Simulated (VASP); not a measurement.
# CoW3 (Fm-3m) in VASP: notebook, part 2 of 2

VASP 6.6.1. Earlier steps stand in the parts before.

### 3 Single point, PBEsol, collinear spin, ferromagnetic start

This run uses another cell than the first one, of 13.92 Å³/atom.

Input file INCAR:

```
PREC = Accurate
ENCUT = 520
EDIFF = 1E-6
ISMEAR = 0
SIGMA = 0.1
LREAL = F
LASPH = T
NELM = 150
ALGO = Normal
ISIF = 2
LWAVE = F
LCHARG = F
ISPIN = 2
MAGMOM = 0 0 0 2
LORBIT = 11
LMAXMIX = 4
GGA = PS
NBANDS = 38
```

Input file KPOINTS:

```
Automatic mesh
0
Gamma
  12 12 12
```

Input file POSCAR:

```
CoW3
1.0
    0.0000000000      3.0305645274      3.0305645274
    3.0305645274      0.0000000000      3.0305645274
    3.0305645274      3.0305645274      0.0000000000
W Co
3 1
Direct
    0.2500000000      0.2500000000      0.2500000000
    0.7500000000      0.7500000000      0.7500000000
    0.5000000000      0.5000000000      0.5000000000
    0.0000000000      0.0000000000      0.0000000000
```

Potentials or basis: VASP PAW PBE potentials, release 64 (W_sv, Co).

Launch:

```sh
> cat potpaw_PBE.64/W_sv/POTCAR potpaw_PBE.64/Co/POTCAR > POTCAR
> mpirun -np 1 vasp_std > vasp.out
```

OUTCAR:

```text
PREC = Accurate
   ENCUT = 520
   EDIFF = 1E-6
   ISMEAR = 0
   LREAL = F
   LASPH = T
   NELM = 150
   ISIF = 2
   ISPIN = 2
   LORBIT = 11
   GGA = PS

 ion  position               nearest neighbor table
   1  0.250  0.250  0.250-   3 2.62   4 2.62   4 2.62   4 2.62   4 2.62   3 2.62   3 2.62   3 2.62
                             2 3.03   2 3.03   2 3.03   2 3.03   2 3.03   2 3.03
   2  0.750  0.750  0.750-   3 2.62   4 2.62   3 2.62   3 2.62   3 2.62   4 2.62   4 2.62   4 2.62
                             1 3.03   1 3.03   1 3.03   1 3.03   1 3.03   1 3.03
   3  0.500  0.500  0.500-   1 2.62   2 2.62   1 2.62   1 2.62   1 2.62   2 2.62   2 2.62   2 2.62
                             4 3.03   4 3.03   4 3.03   4 3.03   4 3.03   4 3.03
[... 2160 lines left out ...]
     3.030564527  3.030564527  0.000000000     0.164985763  0.164985763 -0.164985763

 POSITION                                       TOTAL-FORCE (eV/Angst)
 -----------------------------------------------------------------------------------
      1.51528      1.51528      1.51528         0.000000      0.000000     -0.000000
      4.54585      4.54585      4.54585        -0.000000     -0.000000     -0.000000
      3.03056      3.03056      3.03056         0.000000      0.000000      0.000000
      0.00000      0.00000      0.00000         0.000000      0.000000      0.000000
 -----------------------------------------------------------------------------------
    total drift:                               -0.000000     -0.000000      0.000000

  FREE ENERGIE OF THE ION-ELECTRON SYSTEM (eV)
  ---------------------------------------------------
  free  energy   TOTEN  =       -48.0117484523 eV

  energy  without entropy=      -47.9889692686  energy(sigma->0) =      -48.00035886

 total charge

# of ion       s       p       d       tot
------------------------------------------
    1        2.420   6.356   3.386  12.162
    2        2.420   6.356   3.386  12.162
    3        2.482   6.323   3.616  12.421
    4        0.471   0.599   7.353   8.423
--------------------------------------------------
tot          7.793  19.635  17.740  45.169

 magnetization (x)

# of ion       s       p       d       tot
------------------------------------------
    1        0.000   0.000   0.000   0.000
    2        0.000   0.000   0.000   0.000
    3        0.000   0.000  -0.000  -0.000
    4       -0.000  -0.000   0.002   0.001
--------------------------------------------------
tot          0.000   0.000   0.002   0.002
```

stdout:

```text
POSCAR found type information on POSCAR W Co
 POSCAR found :  2 types and       4 ions
 scaLAPACK will be used
 -----------------------------------------------------------------------------
|                                                                             |
|                                                                             |
|     You enforced a specific xc type in the INCAR file but a different       |
|     I HOPE YOU KNOW WHAT YOU ARE DOING!                                     |
|                                                                             |
 -----------------------------------------------------------------------------

 LDA part: xc-table for (Slater+PW92), standard interpolation
 POSCAR, INCAR and KPOINTS ok, starting setup
 FFT: planning ... GRIDC
 FFT: planning ... GRID_SOFT
 FFT: planning ... GRID
 WAVECAR not read
 entering main loop
```

It took 8.6 min on 1 thread of Intel Xeon 8259CL, shared host; peak memory 0.36 GiB.

Results:

- Free energy: -48.0117 eV
- Pressure: 12.4 GPa
- Net moment: 0.00 μB per cell
- Valence electrons inside the program's atomic spheres: W 12.16, 12.42 (each value once); Co 8.42

Caveat: the cell stands under pressure; the PAW data sets were made with another functional, which shifts forces and pressure a little; spin-orbit coupling is left out, which moves the levels of the heavy elements.

### 4 Single point, PBEsol, collinear spin, ferromagnetic start

This run uses another cell than the first one, of 12.47 Å³/atom.

Input file INCAR:

```
SYSTEM = CoW3
ALGO = Fast ; EDIFF = 1E-7
ENCUT = 520 ; GGA = PS
ISIF = 2 ; ISMEAR = 0
ISPIN = 2 ; LASPH = .TRUE.
LCHARG = .FALSE. ; LMAXMIX = 4
LORBIT = 11 ; LREAL = .FALSE.
LWAVE = .FALSE. ; MAGMOM = 0 0 0 2
NBANDS = 38 ; NELM = 150
PREC = Accurate ; SIGMA = 0.1
```

Input file KPOINTS:

```
k-points
0
G
  12 12 12
  0 0 0
```

Input file POSCAR:

```
CoW3
1.0
    0.0000000000      2.9214554964      2.9214554964
    2.9214554964      0.0000000000      2.9214554964
    2.9214554964      2.9214554964      0.0000000000
W Co
3 1
Direct
    0.2500000000      0.2500000000      0.2500000000
    0.7500000000      0.7500000000      0.7500000000
    0.5000000000      0.5000000000      0.5000000000
    0.0000000000      0.0000000000      0.0000000000
```

Launch:

```sh
> cat potpaw_PBE.64/W_sv/POTCAR potpaw_PBE.64/Co/POTCAR > POTCAR
> mpirun -np 1 vasp_std > vasp.out
```

Run time: 2.5 min. Hardware: 1 thread of Intel Xeon 6975P-C (Granite Rapids), shared host; peak memory 0.34 GiB.

It converged, with:

| Property | Result |
| --- | --- |
| Free energy | -46.7848 eV |
| Pressure | 61.4 GPa |
| Band gap on the k mesh | zero (filled and empty bands overlap) |
| Net moment | 0.99 μB per cell |
| Site moments | W +0.10, +0.03 (each value once); Co +0.75 μB |
| Valence electrons inside the program's atomic spheres | W 12.46, 12.75 (each value once); Co 8.69 |

Levels at points of the mesh, in eV from the Fermi level:
Spin up:
```tsv
k point	band 22	band 23	band 24	band 25	band 26	band 27	band 28	band 29	band 30	band 31
(0.00, 0.00, 0.00)	-1.99	-1.99	-1.99	-1.02	-1.02	3.69	3.69	4.24	4.24	4.24
(0.50, 0.00, 0.00)	-3.69	-3.56	-3.56	-0.10	-0.10	1.01	1.01	1.59	3.27	3.27
(0.50, 0.50, 0.00)	-1.84	-1.28	-0.91	-0.91	-0.79	0.70	1.43	1.43	2.11	2.86
```
Spin down:
| k point | band 22 | band 23 | band 24 | band 25 | band 26 | band 27 | band 28 | band 29 |
| --- | --- | --- | --- | --- | --- | --- | --- | --- |
| (0.00, 0.00, 0.00) | -1.81 | -1.81 | -1.81 | -0.08 | -0.08 | 3.73 | 3.73 | 4.41 |
| (0.50, 0.00, 0.00) | -3.45 | -3.18 | -3.18 | 0.47 | 0.47 | 1.29 | 1.29 | 1.88 |
| (0.50, 0.50, 0.00) | -1.48 | -0.86 | -0.86 | -0.79 | 0.06 | 1.18 | 1.48 | 1.48 |

Caveat: the cell stands under pressure; the PAW data sets were made with another functional, which shifts forces and pressure a little; spin-orbit coupling is left out, which moves the levels of the heavy elements.

### 5 Single point, PBEsol, collinear spin, ferromagnetic start

This run uses another cell than the first one, of 13.34 Å³/atom.

Input file INCAR:

```
PREC = Accurate
ENCUT = 520
EDIFF = 1E-6
ISMEAR = 0
SIGMA = 0.1
LREAL = False
LASPH = True
NELM = 150
ALGO = Normal
ISIF = 2
LWAVE = False
LCHARG = False
ISPIN = 2
MAGMOM = 0 0 0 2
LORBIT = 11
LMAXMIX = 4
GGA = PS
NBANDS = 38
```

Input file KPOINTS:

```
regular mesh
0
Gamma
  12 12 12
```

Input file POSCAR:

```
CoW3
1.0
    0.0000000000      2.9878748336      2.9878748336
    2.9878748336      0.0000000000      2.9878748336
    2.9878748336      2.9878748336      0.0000000000
W Co
3 1
Direct
    0.2500000000      0.2500000000      0.2500000000
    0.7500000000      0.7500000000      0.7500000000
    0.5000000000      0.5000000000      0.5000000000
    0.0000000000      0.0000000000      0.0000000000
```

Launch:

```sh
> cat potpaw_PBE.64/W_sv/POTCAR potpaw_PBE.64/Co/POTCAR > POTCAR
> mpirun -np 1 vasp_std > vasp.out
```

Wall time 2.7 min (1 thread of Intel Xeon 6975P-C (Granite Rapids), shared host); peak memory 0.35 GiB.

The run converged. Its results:

```yaml
Free_energy: -47.7206 eV
Pressure: 28.4 GPa
Net_moment: 0.00 μB per cell
Valence_electrons_inside_the_program's_atomic_spheres: W 12.27, 12.54 (each value once); Co 8.52
```

Levels at points of the mesh, in eV from the Fermi level:
Spin up:
```tsv
k point	band 23	band 24	band 25	band 26	band 27	band 28	band 29	band 30
(0.00, 0.00, 0.00)	-1.70	-1.70	-0.37	-0.37	3.48	3.48	4.00	4.00
(0.50, 0.00, 0.00)	-2.97	-2.97	0.23	0.23	1.10	1.10	1.58	3.09
(0.50, 0.50, 0.00)	-0.82	-0.75	-0.75	-0.28	0.98	1.17	1.17	2.00
```
Spin down:
| k point | band 24 | band 25 | band 26 | band 27 | band 28 | band 29 |
| --- | --- | --- | --- | --- | --- | --- |
| (0.00, 0.00, 0.00) | -1.70 | -0.37 | -0.37 | 3.48 | 3.48 | 4.00 |
| (0.50, 0.00, 0.00) | -2.97 | 0.23 | 0.23 | 1.10 | 1.10 | 1.58 |
| (0.50, 0.50, 0.00) | -0.75 | -0.75 | -0.29 | 0.98 | 1.17 | 1.17 |

Caveat: the cell stands under pressure; the PAW data sets were made with another functional, which shifts forces and pressure a little; spin-orbit coupling is left out, which moves the levels of the heavy elements.
